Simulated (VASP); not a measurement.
# Pt (I4/mmm) in VASP: notebook

Runs on Pt. Level: LDA. Tasks: single point.

All numbers are computed with VASP 6.6.1; they aren't measurements. Logs are shortened: lines on timing, memory, paths and dates and some standing lists are left out, and cuts for length are marked.

### 1 The cell of the first run

It takes space group I4/mmm (No. 139, tetragonal). Conventional cell: a = 3.216 Å, b = 3.216 Å, c = 3.168 Å, α = 90.00°, β = 90.00°, γ = 90.00°. Pt (site symmetry 4/mmm) has 14 Pt at 2.77 to 3.22 Å within 3.7 Å.

### 2 Single point, LDA

File INCAR:

```
SYSTEM = Pt
PREC     = Accurate       ! precision mode
ENCUT    = 520            ! plane-wave cutoff, eV
EDIFF    = 1E-6           ! SCF threshold, eV
ISMEAR   = 0              ! smearing method
SIGMA    = 0.1            ! smearing width, eV
LREAL    = .False.        ! projectors in reciprocal space
LASPH    = .True.         ! aspherical terms in the spheres
NELM     = 100            ! most SCF steps
ALGO     = Normal         ! electronic algorithm
ISIF     = 2              ! what is computed and relaxed
LWAVE    = .False.        ! write WAVECAR
LCHARG   = .False.        ! write CHGCAR
GGA      = CA             ! functional
NBANDS   = 11             ! bands
```

File KPOINTS:

```
regular mesh
0
Gamma
  15 15 15
  0 0 0
```

File POSCAR:

```
Pt
1.0
   -1.6079833000      1.6079833000      1.5842200000
    1.6079833000     -1.6079833000      1.5842200000
    1.6079833000      1.6079833000     -1.5842200000
Pt
1
Direct
    0.0000000000      0.0000000000      0.0000000000
```

Potentials or basis: VASP PAW LDA potentials, release 64 (Pt).

Run with:

```sh
> cat potpaw_LDA.64/Pt/POTCAR > POTCAR
> mpirun -np 1 vasp_std > vasp.out
```

OUTCAR:

```text
SYSTEM = Pt
   PREC = Accurate
   ENCUT = 520
   EDIFF = 1E-6
   ISMEAR = 0
   LREAL = .False.
   LASPH = .True.
   NELM = 100
   ISIF = 2
   GGA = CA

 ion  position               nearest neighbor table
   1  0.000  0.000  0.000-

  LATTYP: Found a body centered tetragonal cell.
 ALAT       =     3.2159666000
 C/A-ratio  =     0.9852216749

  Lattice vectors:

 A1 = (  -1.6079833000,   1.6079833000,   1.5842200000)
 A2 = (   1.6079833000,  -1.6079833000,   1.5842200000)
 A3 = (   1.6079833000,   1.6079833000,  -1.5842200000)

Analysis of symmetry for initial positions (statically):
=====================================================================
 Subroutine PRICEL returns:
 Original cell was already a primitive cell.

 Routine SETGRP: Setting up the symmetry group for a
 body centered tetragonal supercell.

 Subroutine GETGRP returns: Found 16 space group operations
 (whereof 16 operations were pure point group operations)
 out of a pool of 16 trial point group operations.

The static configuration has the point symmetry D_4h.

Analysis of symmetry for dynamics (positions and initial velocities):
=====================================================================
 Subroutine PRICEL returns:
 Original cell was already a primitive cell.

 Routine SETGRP: Setting up the symmetry group for a
 body centered tetragonal supercell.

 Subroutine GETGRP returns: Found 16 space group operations
 (whereof 16 operations were pure point group operations)
 out of a pool of 16 trial point group operations.

The dynamic configuration has the point symmetry D_4h.

 Subroutine INISYM returns: Found 16 space group operations
 (whereof 16 operations are pure point group operations),
 and found     1 'primitive' translations

----------------------------------------------------------------------------------------

                                     Primitive cell

  volume of cell :      16.3847

  direct lattice vectors                    reciprocal lattice vectors
    -1.607983300  1.607983300  1.584220000     0.000000000  0.310948503  0.315612731
     1.607983300 -1.607983300  1.584220000     0.310948503  0.000000000  0.315612731
     1.607983300  1.607983300 -1.584220000     0.310948503  0.310948503  0.000000000

  length of vectors
     2.771456944  2.771456944  2.771456944     0.443057973  0.443057973  0.439747590

  position of ions in fractional coordinates (direct lattice)
     0.000000000  0.000000000  0.000000000

  ion indices of the primitive-cell ions
   primitive index   ion index
                 1           1

----------------------------------------------------------------------------------------

 KPOINTS: regular mesh

Automatic generation of k-mesh.
 Grid dimensions read from file:
 generate k-points for:   15   15   15

 Generating k-lattice:

  Cartesian coordinates                     Fractional coordinates (reciprocal lattice)
     0.000000000  0.020729900  0.021040849     0.066666667 -0.000000000  0.000000000
     0.020729900  0.000000000  0.021040849    -0.000000000  0.066666667  0.000000000
     0.020729900  0.020729900  0.000000000     0.000000000  0.000000000  0.066666667

  Length of vectors
     0.029537198  0.029537198  0.029316506

  Shift w.r.t. Gamma in fractional coordinates (k-lattice)
     0.000000000  0.000000000  0.000000000

 Subroutine IBZKPT returns following result:
 ===========================================

 Found    288 irreducible k-points:

 Following reciprocal coordinates:
            Coordinates               Weight
  0.000000  0.000000  0.000000      1.000000
  0.066667 -0.000000  0.000000      8.000000
  0.133333 -0.000000  0.000000      8.000000
  0.200000 -0.000000  0.000000      8.000000
  0.266667 -0.000000  0.000000      8.000000
  0.333333  0.000000 -0.000000      8.000000
[... 16 lines left out ...]
  0.133333  0.133333 -0.000000      8.000000
  0.200000  0.133333 -0.000000     16.000000
 [... further k-points ...]
   k-points           NKPTS =    288   k-points in BZ     NKDIM =    288   number of bands    NBANDS=     11
   number of dos      NEDOS =    301   number of ions     NIONS =      1
   total plane-waves  NPLWV =  13824
   dimension x,y,z NGX =    24 NGY =   24 NGZ =   24
   dimension x,y,z NGXF=    48 NGYF=   48 NGZF=   48
   ions per type =               1
   NGX,Y,Z   is equivalent  to a cutoff of  14.40, 14.40, 14.40 a.u.
   NGXF,Y,Z  is equivalent  to a cutoff of  28.79, 28.79, 28.79 a.u.
 SYSTEM =  Pt
   PREC   = accura    normal or accurate (medium, high low for compatibility)
   ISTART =      0    job   : 0-new  1-cont  2-samecut
   ICHARG =      2    charge: 1-file 2-atom 10-const
   ISPIN  =      1    spin polarized calculation?
   LNONCOLLINEAR =      F non collinear calculations
   LSORBIT =      F    spin-orbit coupling
   LASPH  =      T    aspherical Exc in radial PAW
   ENCUT  =  520.0 eV  38.22 Ry    6.18 a.u.   5.15  5.15  5.15*2*pi/ulx,y,z
   NELM   =    100;   NELMIN=  2; NELMDL= -5     # of ELM steps
   EDIFF  = 0.1E-05   stopping-criterion for ELM
   LREAL  =      F    real-space projection
   EDIFFG = 0.1E-04   stopping-criterion for IOM
   NSW    =      0    number of steps for IOM
   IBRION =     -1    ionic relax: 0-MD 1-quasi-New 2-CG
   NFREE  =      0    steps in history (QN), initial steepest desc. (CG)
   ISIF   =      2    stress and relaxation
   ISYM   =      2    0-nonsym 1-usesym 2-fastsym
   POTIM  = 0.5000    time-step for ionic-motion
   TEBEG  =    0.0;   TEEND  =   0.0 temperature during run
   PSTRESS=    0.0 pullay stress
   NELECT =      10.0000    total number of electrons
   NUPDOWN=      -1.0000    fix difference up-down
   EMIN   =  10.00;   EMAX   =-10.00  energy-range for DOS
   EFERMI =   0.00;   METHOD = LEGACY
   ISMEAR =     0;   SIGMA  =   0.10  broadening in eV -4-tet -1-fermi 0-gaus
   EFERMI_NEDOS =   21; number of points for ismear=-14 and -15
   IALGO  =     38    algorithm
   IMIX   =      4    mixing-type and parameters
     AMIX     =   0.40;   BMIX     =  1.00
     AMIX_MAG =   1.60;   BMIX_MAG =  1.00
  volume/ion in A,a.u.               =      16.38       110.57
  Fermi-wavevector in a.u.,A,eV,Ry     =   1.388658  2.624183 26.237082  1.928371
  Thomas-Fermi vector in A             =   2.512763
   LORBIT       =      0    0 simple, 1 ext, 2 COOP (PROOUT), +10 PAW based schemes
   GGA     = CA    functional components
   LHFCALC =     F    Hartree Fock is set to
   AEXX    =    0.0000 exact exchange contribution
   IVDW    =     0    specifies the selected vdW correction
   LEPSILON=     F    determine dielectric tensor
   LRPA    =     F    only Hartree local field effects (RPA)
 non-spin polarized calculation
 Gauss-broadening in eV      SIGMA  =   0.10
  energy-cutoff  :      520.00
  volume of cell :       16.38
 maximum number of plane-waves:       458
 NGX is ok and might be reduce to    24
   NGX = 11   NGY = 11   NGZ = 11

 number of electron      10.0000000 magnetization

 Free energy of the ion-electron system (eV)
  ---------------------------------------------------
  ext. energy  EPLUGINS =         0.00000000
  ---------------------------------------------------
  free energy    TOTEN  =        -7.29771795 eV

  energy without entropy =       -7.29389518  energy(sigma->0) =       -7.29580656

 E-fermi :   9.4446     XC(G=0): -13.2058

 val. band max:        9.4412794475   @ k =  -0.2000  -0.2667   0.2000
 cond. band min:       9.4609152172   @ k =  -0.4000  -0.4667   0.0667
 fundamental gap:      0.0196357697
 Fermi energy:         9.4446341818

 k-point     1 :       0.0000    0.0000    0.0000
  band No.  band energies     occupation
      1       0.2555      2.00000
      2       6.0158      2.00000
      3       6.1338      2.00000
      4       6.1338      2.00000
      5       8.4183      2.00000
      6       8.5807      2.00000
      7      26.3911      0.00000
      8      26.3911      0.00000
      9      26.6737      0.00000
     10      35.8970      0.00000
     11      35.9079      0.00000

 k-point     2 :       0.0667   -0.0000    0.0000
  band No.  band energies     occupation
      1       0.4313      2.00000
      2       5.9927      2.00000
      3       6.1326      2.00000
      4       6.2269      2.00000
      5       8.3938      2.00000
      6       8.5269      2.00000
      7      26.5010      0.00000
      8      26.6462      0.00000
      9      26.7536      0.00000
     10      33.7644      0.00000
     11      34.3435      0.00000

 k-point     3 :       0.1333   -0.0000    0.0000
  band No.  band energies     occupation
      1       0.9378      2.00000
      2       5.8177      2.00000
      3       6.1169      2.00000
      4       6.6204      2.00000
      5       8.2581      2.00000
      6       8.5015      2.00000
      7      26.5819      0.00000
      8      26.6963      0.00000
      9      27.3849      0.00000
     10      32.0389      0.00000
     11      32.2832      0.00000

 k-point     4 :       0.2000   -0.0000    0.0000
  band No.  band energies     occupation
      1       1.6956      2.00000
      2       5.5578      2.00000
      3       6.0950      2.00000
      4       7.2604      2.00000
      5       8.1356      2.00000
      6       8.5366      2.00000
      7      25.4374      0.00000
      8      26.1215      0.00000
      9      28.5311      0.00000
     10      31.1905      0.00000
     11      31.8042      0.00000
[... 239 lines left out ...]
 k-point    22 :      -0.0667    0.0667    0.0000
  band No.  band energies     occupation
      1       0.4285      2.00000
      2       6.0199      2.00000
      3       6.0698      2.00000
      4       6.2699      2.00000
      5       8.3334      2.00000
      6       8.5807      2.00000
      7      26.4729      0.00000
      8      26.5054      0.00000
      9      26.9228      0.00000
     10      33.6745      0.00000
     11      34.0224      0.00000

 k-point    23 :       0.1333    0.1333   -0.0000
  band No.  band energies     occupation
      1       2.1454      2.00000
      2       5.5933      2.00000
      3       5.7605      2.00000
      4       7.7920      2.00000
      5       7.9953      2.00000
      6       8.6625      2.00000
      7      25.2320      0.00000
      8      25.6254      0.00000
      9      28.2725      0.00000
     10      28.5268      0.00000
     11      32.1365      0.00000

 k-point    24 :       0.2000    0.1333   -0.0000
  band No.  band energies     occupation
      1       2.9438      2.00000
      2       5.3778      2.00000
      3       5.7298      2.00000
      4       7.9647      2.00000
      5       8.6817      2.00000
      6       8.8521      2.00000
      7      22.7954      0.00000
      8      24.5909      0.00000
      9      27.0571      0.00000
     10      29.2119      0.00000
     11      33.1627      0.00000

 [... further k-points ...]
[... 5 lines left out ...]
  --------------------------------------------------------------------------------------
  -------------------------------------------------------------------------------------
  Total       -2.1136753     -2.1136753     -2.2768657      0.0000000      0.0000000      0.0000000
  in kB     -206.6856372   -206.6856372   -222.6432079      0.0000000      0.0000000      0.0000000
  external PRESSURE =    -212.0048274 kB  Pullay stress =       0.0000000 kB

 VOLUME and BASIS-vectors are now :
 -----------------------------------------------------------------------------
  energy-cutoff  :      520.00
  volume of cell :       16.38
      direct lattice vectors                 reciprocal lattice vectors
    -1.607983300  1.607983300  1.584220000     0.000000000  0.310948503  0.315612731
     1.607983300 -1.607983300  1.584220000     0.310948503  0.000000000  0.315612731
     1.607983300  1.607983300 -1.584220000     0.310948503  0.310948503  0.000000000

 POSITION                                       TOTAL-FORCE (eV/Angst)
 -----------------------------------------------------------------------------------
      0.00000      0.00000      0.00000        -0.000000      0.000000      0.000000
 -----------------------------------------------------------------------------------
    total drift:                                0.000000      0.000000     -0.000000

  FREE ENERGIE OF THE ION-ELECTRON SYSTEM (eV)
  ---------------------------------------------------
  free  energy   TOTEN  =        -7.2977179477 eV

  energy  without entropy=       -7.2938951760  energy(sigma->0) =       -7.29580656
```

It took 49 s on 1 thread of Intel Xeon 8259CL, shared host; peak memory 0.17 GiB.

Results:

```yaml
Free_energy: -7.2977 eV
Pressure: -21.2 GPa
Band_gap_on_the_k_mesh: zero (band 5 reaches 10.30 eV, above the bottom of band 6 at 8.42 eV)
```

Stress tensor (GPa, compression positive):
```
-20.67   0.00   0.00
  0.00 -20.67   0.00
  0.00   0.00 -22.26
```

Caveat: spin-orbit coupling is left out, which moves the levels of the heavy elements.

### 3 Single point, LDA

This run uses another cell than the first one, of 16.87 Å³/atom, 1.030 times its volume.

File INCAR:

```
PREC = Accurate
ENCUT = 520
EDIFF = 1E-7
ISMEAR = 0
SIGMA = 0.1
LREAL = False
LASPH = True
NELM = 60
ALGO = Normal
ISIF = 2
LWAVE = False
LCHARG = False
NBANDS = 11
```

File KPOINTS:

```
Automatic mesh
0
Gamma
  15 15 15
```

File POSCAR:

```
Pt
1.0
   -1.6317466000      1.6317466000      1.5842200000
    1.6317466000     -1.6317466000      1.5842200000
    1.6317466000      1.6317466000     -1.5842200000
Pt
1
Direct
    0.0000000000      0.0000000000      0.0000000000
```

Potentials or basis: VASP PAW LDA potentials, release 64 (Pt).

Run with:

```sh
> cat potpaw_LDA.64/Pt/POTCAR > POTCAR
> mpirun -np 1 vasp_std > vasp.out
```

Run time: 54 s. Hardware: 1 thread of Intel Xeon 8259CL, shared host; peak memory 0.17 GiB.

The run converged. Its results:

| Item | Value |
| --- | --- |
| Free energy | -7.2283 eV |
| Pressure | -25.9 GPa |
| Band gap on the k mesh | zero (band 5 reaches 9.75 eV, above the bottom of band 6 at 7.96 eV) |

Stress tensor (GPa, compression positive):
```
-25.05   0.00   0.00
  0.00 -25.05   0.00
  0.00   0.00 -27.52
```

Levels at points of the mesh, in eV from the Fermi level:
| k point | band 3 | band 4 | band 5 | band 6 | band 7 | band 8 |
| --- | --- | --- | --- | --- | --- | --- |
| (0.00, 0.00, 0.00) | -3.12 | -3.12 | -1.05 | -0.75 | 16.86 | 16.86 |

Caveat: spin-orbit coupling is left out, which moves the levels of the heavy elements.
